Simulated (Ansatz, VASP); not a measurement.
**Cu: VASP beside Ansatz**

File INCAR:

```
PREC = Accurate
ENCUT = 520
EDIFF = 1E-7
ISMEAR = 0
SIGMA = 0.15
LREAL = F
LASPH = T
NELM = 60
ALGO = Normal
ISIF = 2
LWAVE = F
LCHARG = F
GGA = PE
NBANDS = 12
```

File KPOINTS:

```
Automatic mesh
0
Gamma
  22 22 22
```

POSCAR

```
Cu
1.0
    0.0000000000      1.7532750000      1.7532750000
    1.7532750000      0.0000000000      1.7532750000
    1.7532750000      1.7532750000      0.0000000000
Cu
1
Direct
    0.0000000000      0.0000000000      0.0000000000
```

Input for Ansatz:

```yaml
crystal:
  lattice:
    - [0.0, 1.753275, 1.753275]
    - [1.753275, 0.0, 1.753275]
    - [1.753275, 1.753275, 0.0]
  atoms:
    - { symbol: Cu, position: [0.0, 0.0, 0.0] }
basis:
  ecutwfc: 420
kpoints:
  mp_grid: { grid: [22, 22, 22] }
hamiltonian:
  xc: pbe
scf:
  occupations: { method: gaussian, width: 0.15 }
output:
  forces: true
  stress: true
  eigenvalues: true
```

Change from the starting cell: strain -0.030 along x and y, -0.030 along z, atoms carried along.

Alike in both runs: task single point; functional PBE; k mesh 22 × 22 × 22; occupations gaussian, width 0.15 eV; no spin polarisation.

|  | VASP | Ansatz |
| --- | --- | --- |
| version | VASP 6.6.1 | Ansatz 0.2.0 |
| potentials or method | VASP PAW PBE potentials, release 64 (Cu), cutoff 520 eV | scalar-relativistic, plane waves, PAW |
| valence electrons in the cell | 11 | 19 |

Ansatz gave:

| Quantity | Value |
| --- | --- |
| gap on the k mesh at the Fermi level (eV) | none |
| pressure (GPa) | 19.0 |

What did VASP give for the same quantities?

gap on the k mesh at the Fermi level (eV): none; pressure (GPa): 19.5.

A gap of «none» marks a metal or a gap that the smearing closes. With one functional, cell and mesh, what is left measures potentials, basis and numerics. VASP's potentials hold 11 valence electrons a cell and Ansatz's 19, so a difference there can come from the potentials and not from the codes.
